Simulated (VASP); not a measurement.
# B (P4/mmm) in VASP: a series of runs

B is run at these levels: PBEsol-based screened hybrid with 25 % exact exchange, PBE-based screened hybrid with 25 % exact exchange; tasks: single point.

Program: VASP 6.6.1. These are calculated values, not measurements. Logs are shortened: lines on timing, memory, paths and dates and some standing lists are left out, and cuts for length are marked.

**1. The cell of the first run**

The structure is tetragonal, space group P4/mmm (No. 123). Conventional cell: a = 2.329 Å, b = 2.329 Å, c = 1.578 Å, α = 90.00°, β = 90.00°, γ = 90.00°. Within 2.1 Å of B (site symmetry 4/mmm) lie 2 B at 1.58 Å.

**2. Single point, PBEsol-based screened hybrid with 25 % exact exchange**

Contents of POSCAR:

```
B
1.0
    2.3289123616      0.0000000000      0.0000000000
    0.0000000000      2.3289123616      0.0000000000
    0.0000000000      0.0000000000      1.5781320555
B
1
Direct
    0.5000000000      0.5000000000      0.5000000000
```

Contents of INCAR.step1:

```
SYSTEM = B
ALGO = Normal ; EDIFF = 1E-5
ENCUT = 520 ; GGA = PE
ISIF = 2 ; ISMEAR = -1
LASPH = .True. ; LREAL = .False.
LWAVE = .True. ; NBANDS = 8
NELM = 100 ; PREC = Accurate
SIGMA = 0.05
```

Contents of INCAR.step2:

```
SYSTEM = B
AEXX = 0.25 ; ALGO = Normal
EDIFF = 1E-7 ; ENCUT = 520
GGA = PS ; HFSCREEN = 0.207
ISIF = 2 ; ISMEAR = -1
ISTART = 1 ; LASPH = .True.
LCHARG = .True. ; LELF = .True.
LHFCALC = .True. ; LREAL = .False.
LVHAR = .True. ; LWAVE = .False.
NBANDS = 8 ; NELM = 100
PREC = Accurate ; PRECFOCK = Normal
SIGMA = 0.05
```

Contents of KPOINTS:

```
k-points
0
Gamma
  6 6 8
  0 0 0
```

Potentials or basis: VASP PAW PBE potentials, release 64 (B).

Command:

```console
$ cat potpaw_PBE.64/B/POTCAR > POTCAR
$ cp INCAR.step1 INCAR
$ mpirun -np 1 vasp_std > vasp.out
$ cp INCAR.step2 INCAR
$ mpirun -np 1 vasp_std > vasp.out
```

OUTCAR:

```text
SYSTEM = B
   AEXX = 0.25
   EDIFF = 1E-7
   ENCUT = 520
   GGA = PS
   HFSCREEN = 0.207
   ISIF = 2
   ISMEAR = -1
   ISTART = 1
   LASPH = .True.
   LHFCALC = .True.
   LREAL = .False.
   NELM = 100
   PREC = Accurate
   PRECFOCK = Normal

 ion  position               nearest neighbor table
   1  0.500  0.500  0.500-

  LATTYP: Found a simple tetragonal cell.
 ALAT       =     2.3289123616
 C/A-ratio  =     0.6776262094

  Lattice vectors:

 A1 = (   2.3289123616,   0.0000000000,   0.0000000000)
 A2 = (   0.0000000000,   2.3289123616,   0.0000000000)
 A3 = (   0.0000000000,   0.0000000000,   1.5781320555)

Analysis of symmetry for initial positions (statically):
=====================================================================
 Subroutine PRICEL returns:
 Original cell was already a primitive cell.

 Routine SETGRP: Setting up the symmetry group for a
 simple tetragonal supercell.

 Subroutine GETGRP returns: Found 16 space group operations
 (whereof 16 operations were pure point group operations)
 out of a pool of 16 trial point group operations.

The static configuration has the point symmetry D_4h.

Analysis of symmetry for dynamics (positions and initial velocities):
=====================================================================
 Subroutine PRICEL returns:
 Original cell was already a primitive cell.

 Routine SETGRP: Setting up the symmetry group for a
 simple tetragonal supercell.

 Subroutine GETGRP returns: Found 16 space group operations
 (whereof 16 operations were pure point group operations)
 out of a pool of 16 trial point group operations.

The dynamic configuration has the point symmetry D_4h.

 Subroutine INISYM returns: Found 16 space group operations
 (whereof 16 operations are pure point group operations),
 and found     1 'primitive' translations

----------------------------------------------------------------------------------------

                                     Primitive cell

  volume of cell :       8.5595

  direct lattice vectors                    reciprocal lattice vectors
     2.328912362  0.000000000  0.000000000     0.429384985  0.000000000  0.000000000
     0.000000000  2.328912362  0.000000000     0.000000000  0.429384985  0.000000000
     0.000000000  0.000000000  1.578132056     0.000000000  0.000000000  0.633660533

  length of vectors
     2.328912362  2.328912362  1.578132056     0.429384985  0.429384985  0.633660533

  position of ions in fractional coordinates (direct lattice)
     0.500000000  0.500000000  0.500000000

  ion indices of the primitive-cell ions
   primitive index   ion index
                 1           1

----------------------------------------------------------------------------------------

 KPOINTS: k-points

Automatic generation of k-mesh.
 Grid dimensions read from file:
 generate k-points for:    6    6    8

 Generating k-lattice:

  Cartesian coordinates                     Fractional coordinates (reciprocal lattice)
     0.071564164  0.000000000  0.000000000     0.166666667  0.000000000  0.000000000
     0.000000000  0.071564164  0.000000000     0.000000000  0.166666667  0.000000000
     0.000000000  0.000000000  0.079207567     0.000000000  0.000000000  0.125000000

  Length of vectors
     0.071564164  0.071564164  0.079207567

  Shift w.r.t. Gamma in fractional coordinates (k-lattice)
     0.000000000  0.000000000  0.000000000

 Subroutine IBZKPT returns following result:
 ===========================================

 Found     50 irreducible k-points:

 Following reciprocal coordinates:
            Coordinates               Weight
  0.000000  0.000000  0.000000      1.000000
  0.166667  0.000000  0.000000      4.000000
  0.333333  0.000000  0.000000      4.000000
  0.500000  0.000000  0.000000      2.000000
  0.166667  0.166667  0.000000      4.000000
  0.333333  0.166667  0.000000      8.000000
[... 16 lines left out ...]
  0.333333  0.000000  0.250000      8.000000
  0.500000  0.000000  0.250000      4.000000
 [... further k-points ...]
   k-points           NKPTS =     50   k-points in BZ     NKDIM =    288   number of bands    NBANDS=      8
   number of dos      NEDOS =    301   number of ions     NIONS =      1
   total plane-waves  NPLWV =   3888
   dimension x,y,z NGX =    18 NGY =   18 NGZ =   12
   dimension x,y,z NGXF=    36 NGYF=   36 NGZF=   24
   ions per type =               1
   NGX,Y,Z   is equivalent  to a cutoff of  12.85, 12.85, 12.64 a.u.
   NGXF,Y,Z  is equivalent  to a cutoff of  25.70, 25.70, 25.28 a.u.
 SYSTEM =  B
   PREC   = accura    normal or accurate (medium, high low for compatibility)
   ISTART =      1    job   : 0-new  1-cont  2-samecut
   ICHARG =      0    charge: 1-file 2-atom 10-const
   ISPIN  =      1    spin polarized calculation?
   LNONCOLLINEAR =      F non collinear calculations
   LSORBIT =      F    spin-orbit coupling
   LASPH  =      T    aspherical Exc in radial PAW
   ENCUT  =  520.0 eV  38.22 Ry    6.18 a.u.   4.33  4.33  2.93*2*pi/ulx,y,z
   NELM   =    100;   NELMIN=  2; NELMDL=  0     # of ELM steps
   EDIFF  = 0.1E-06   stopping-criterion for ELM
   LREAL  =      F    real-space projection
   EDIFFG = 0.1E-05   stopping-criterion for IOM
   NSW    =      0    number of steps for IOM
   IBRION =     -1    ionic relax: 0-MD 1-quasi-New 2-CG
   NFREE  =      0    steps in history (QN), initial steepest desc. (CG)
   ISIF   =      2    stress and relaxation
   ISYM   =      3    0-nonsym 1-usesym 2-fastsym
   POTIM  = 0.5000    time-step for ionic-motion
   TEBEG  =    0.0;   TEEND  =   0.0 temperature during run
   PSTRESS=    0.0 pullay stress
   NELECT =       3.0000    total number of electrons
   NUPDOWN=      -1.0000    fix difference up-down
   EMIN   =  10.00;   EMAX   =-10.00  energy-range for DOS
   EFERMI =   0.00;   METHOD = LEGACY
   ISMEAR =    -1;   SIGMA  =   0.05  broadening in eV -4-tet -1-fermi 0-gaus
   EFERMI_NEDOS =   21; number of points for ismear=-14 and -15
   IALGO  =     38    algorithm
   IMIX   =      1    mixing-type and parameters
     AMIX     =   0.40;   BMIX     =  1.00
     AMIX_MAG =   1.60;   BMIX_MAG =  1.00
  volume/ion in A,a.u.               =       8.56        57.76
  Fermi-wavevector in a.u.,A,eV,Ry     =   1.154247  2.181210 18.126849  1.332286
  Thomas-Fermi vector in A             =   2.290885
   LORBIT       =      0    0 simple, 1 ext, 2 COOP (PROOUT), +10 PAW based schemes
   GGA     = PS    functional components
   LHFCALC =     T    Hartree Fock is set to
   PRECFOCK=normal    Normal, Fast or Accurate (Low or Medium for compatibility)
   ENCUT4O =  -1.0   cutoff for four orbital integrals eV
   NKREDX  =     1    reduce k-point grid by
   NKREDY  =     1    reduce k-point grid by
   NKREDZ  =     1    reduce k-point grid by
   AEXX    =    0.2500 exact exchange contribution
   HFSCREEN=    0.2070 screening length (either q_TF or 0.3 A-1)
   HFSCREENC=   0.2070 screening length for correlation (either q_TF or 0.3 A-1)
   ENCUTFOCK=  -1.0 apply spherical cutoff to Coloumb kernel
   IVDW    =     0    specifies the selected vdW correction
   LEPSILON=     F    determine dielectric tensor
   LRPA    =     F    only Hartree local field effects (RPA)
 non-spin polarized calculation
  energy-cutoff  :      520.00
  volume of cell :        8.56
 maximum number of plane-waves:       254
 NGX is ok and might be reduce to    18
  NGX = 14; NGY = 14; NGZ = 10

 number of electron       3.0000000 magnetization

 Free energy of the ion-electron system (eV)
  ---------------------------------------------------
  ext. energy  EPLUGINS =         0.00000000
  ---------------------------------------------------
  free energy    TOTEN  =        -6.46220915 eV

  energy without entropy =       -6.45971993  energy(sigma->0) =       -6.46096454

 E-fermi :   4.8686     XC(G=0):  -9.1945

 val. band max:        4.8604275978   @ k =   0.3333   0.3333   0.1250
 cond. band min:       5.3567141151   @ k =   0.5000   0.3333   0.1250
 fundamental gap:      0.4962865173
 Fermi energy:         4.8686148894

 k-point     1 :       0.0000    0.0000    0.0000
  band No.  band energies     occupation
      1     -10.9710      2.00000
      2      10.6417      0.00000
      3      10.6417      0.00000
      4      20.3743      0.00000
      5      21.6489      0.00000
      6      33.7493      0.00000
      7      42.7839      0.00000
      8      42.7839      0.00000

 k-point     2 :       0.1667    0.0000    0.0000
  band No.  band energies     occupation
      1     -10.2780      2.00000
      2       6.5596      0.00000
      3      11.0824      0.00000
      4      21.7378      0.00000
      5      25.4317      0.00000
      6      33.9462      0.00000
      7      36.3043      0.00000
      8      38.7645      0.00000

 k-point     3 :       0.3333    0.0000    0.0000
  band No.  band energies     occupation
      1      -8.2205      2.00000
      2       0.5801      2.00000
      3      12.1120      0.00000
      4      23.5669      0.00000
      5      29.0836      0.00000
      6      30.9463      0.00000
      7      34.3631      0.00000
      8      38.7451      0.00000

 k-point     4 :       0.5000    0.0000    0.0000
  band No.  band energies     occupation
      1      -5.6084      2.00000
      2      -3.4749      2.00000
      3      12.7352      0.00000
      4      26.3200      0.00000
      5      26.4370      0.00000
      6      28.8678      0.00000
      7      34.5851      0.00000
      8      44.5830      0.00000

 k-point     5 :       0.1667    0.1667    0.0000
  band No.  band energies     occupation
      1      -9.5883      2.00000
      2       6.4125      0.00000
      3       7.9144      0.00000
      4      24.0856      0.00000
      5      26.7839      0.00000
      6      31.9599      0.00000
      7      34.1366      0.00000
      8      44.6685      0.00000
[... 177 lines left out ...]
 k-point    22 :       0.1667    0.0000    0.2500
  band No.  band energies     occupation
      1      -7.2195      2.00000
      2       9.6727      0.00000
      3      14.5377      0.00000
      4      17.8556      0.00000
      5      27.2640      0.00000
      6      29.0757      0.00000
      7      39.5856      0.00000
      8      41.9138      0.00000

 k-point    23 :       0.3333    0.0000    0.2500
  band No.  band energies     occupation
      1      -5.2841      2.00000
      2       4.0450      2.00000
      3      15.5082      0.00000
      4      19.2916      0.00000
      5      28.4700      0.00000
      6      32.5913      0.00000
      7      34.6591      0.00000
      8      36.7795      0.00000

 k-point    24 :       0.5000    0.0000    0.2500
  band No.  band energies     occupation
      1      -3.2841      2.00000
      2       0.7057      2.00000
      3      16.0856      0.00000
      4      20.0457      0.00000
      5      28.6697      0.00000
      6      32.6928      0.00000
      7      33.5256      0.00000
      8      34.6563      0.00000

 [... further k-points ...]

------------------------ aborting loop because EDIFF is reached ----------------------------------------

  FORCE on cell =-STRESS in cart. coord.  units (eV):
  Direction    XX          YY          ZZ          XY          YZ          ZX
  --------------------------------------------------------------------------------------
  -------------------------------------------------------------------------------------
  Total       -0.0099667     -0.0099667      0.0123025      0.0000000      0.0000000      0.0000000
  in kB       -1.8655710     -1.8655710      2.3027925      0.0000000      0.0000000      0.0000000
  external PRESSURE =      -0.4761165 kB  Pullay stress =       0.0000000 kB

 VOLUME and BASIS-vectors are now :
 -----------------------------------------------------------------------------
  energy-cutoff  :      520.00
  volume of cell :        8.56
      direct lattice vectors                 reciprocal lattice vectors
     2.328912362  0.000000000  0.000000000     0.429384985  0.000000000  0.000000000
     0.000000000  2.328912362  0.000000000     0.000000000  0.429384985  0.000000000
     0.000000000  0.000000000  1.578132056     0.000000000  0.000000000  0.633660533

 POSITION                                       TOTAL-FORCE (eV/Angst)
 -----------------------------------------------------------------------------------
      1.16446      1.16446      0.78907         0.000000      0.000000      0.000000
 -----------------------------------------------------------------------------------
    total drift:                                0.000000      0.000000      0.000000

  FREE ENERGIE OF THE ION-ELECTRON SYSTEM (eV)
  ---------------------------------------------------
  free  energy   TOTEN  =        -6.4622091505 eV

  energy  without entropy=       -6.4597199265  energy(sigma->0) =       -6.46096454
```

It took 95 s on 1 thread of Intel Xeon 6975P-C (Granite Rapids), shared host; peak memory 0.2 GiB.

Results:

* Free energy: -6.4622 eV
* Pressure: 0.0 GPa
* Band gap on the k mesh: zero (an odd number of electrons rules out a gap without spin polarisation)

Stress tensor (GPa, compression positive):
```
-0.19  0.00  0.00
 0.00 -0.19  0.00
 0.00  0.00  0.23
```

Levels at points of the mesh, in eV from the Fermi level:
```
           k point  band 1  band 2  band 3  band 4
(0.00, 0.00, 0.00)  -15.84    5.77    5.77   15.51
(0.50, 0.00, 0.00)  -10.48   -8.34    7.87   21.45
(0.50, 0.50, 0.00)   -4.86   -4.58   -4.58    5.58
(0.00, 0.00, 0.50)   -6.87    2.20   15.65   15.65
(0.50, 0.00, 0.50)   -4.55    5.41    8.30   11.67
(0.50, 0.50, 0.50)   -2.63    8.14    8.14   15.57
```

Caveat: the k points lie up to 0.50 Å⁻¹ apart, too coarse for converged energies and pressures of a metal; the PAW data sets were made with another functional, which shifts forces and pressure a little.

**3. Single point, PBE-based screened hybrid with 25 % exact exchange**

This run uses another cell than the first one, of 8.73 Å³/atom.

Contents of POSCAR:

```
B
1.0
    2.3461100000      0.0000000000      0.0000000000
    0.0000000000      2.3461100000      0.0000000000
    0.0000000000      0.0000000000      1.5857900000
B
1
Direct
    0.5000000000      0.5000000000      0.5000000000
```

Contents of INCAR.step1:

```
SYSTEM = B
PREC = Accurate
ENCUT = 520
EDIFF = 1E-5
ISMEAR = -1
SIGMA = 0.05
LREAL = .False.
LASPH = .True.
NELM = 100
ALGO = Normal
ISIF = 2
LWAVE = .True.
LCHARG = .False.
GGA = PE
NBANDS = 8
```

Contents of INCAR.step2:

```
SYSTEM = B
PREC = Accurate
ENCUT = 520
EDIFF = 1E-7
ISMEAR = -1
SIGMA = 0.05
LREAL = .False.
LASPH = .True.
NELM = 100
ALGO = Normal
ISIF = 2
LWAVE = .False.
LCHARG = .False.
GGA = PE
LHFCALC = .True.
AEXX = 0.25
HFSCREEN = 0.3
PRECFOCK = Normal
ISTART = 1
NBANDS = 8
```

Contents of KPOINTS:

```
Automatic mesh
0
Gamma
  6 6 8
  0 0 0
```

Potentials or basis: VASP PAW PBE potentials, release 64 (B).

Command:

```console
$ cat potpaw_PBE.64/B/POTCAR > POTCAR
$ cp INCAR.step1 INCAR
$ mpirun -np 1 vasp_std > vasp.out
$ cp INCAR.step2 INCAR
$ mpirun -np 1 vasp_std > vasp.out
```

It took 77 s on 1 thread of Intel Xeon 6975P-C (Granite Rapids), shared host; peak memory 0.2 GiB.

The run converged. Its results:

```yaml
Free_energy: -6.1408 eV
Pressure: -0.8 GPa
Band_gap_on_the_k_mesh: zero (an odd number of electrons rules out a gap without spin polarisation)
```

Stress tensor (GPa, compression positive):
```
 1.99  0.00  0.00
 0.00  1.99  0.00
 0.00  0.00 -6.47
```

Levels at points of the mesh, in eV from the Fermi level:
| k point | band 1 | band 2 | band 3 | band 4 | band 5 | band 6 |
| --- | --- | --- | --- | --- | --- | --- |
| (0.00, 0.00, 0.00) | -15.44 | 5.53 | 5.53 | 15.26 | 16.39 | 28.42 |
| (0.50, 0.00, 0.00) | -10.25 | -7.92 | 7.56 | 21.10 | 21.14 | 23.64 |
| (0.50, 0.50, 0.00) | -4.90 | -4.30 | -4.30 | 5.62 | 29.90 | 37.65 |
| (0.00, 0.00, 0.50) | -6.58 | 2.10 | 15.29 | 15.29 | 22.64 | 28.07 |
| (0.50, 0.00, 0.50) | -4.36 | 5.33 | 8.01 | 11.58 | 16.63 | 30.57 |
| (0.50, 0.50, 0.50) | -2.50 | 7.97 | 7.97 | 15.01 | 16.19 | 16.19 |

Caveat: the k points lie up to 0.50 Å⁻¹ apart, too coarse for converged energies and pressures of a metal; the PAW data sets were made with another functional, which shifts forces and pressure a little.
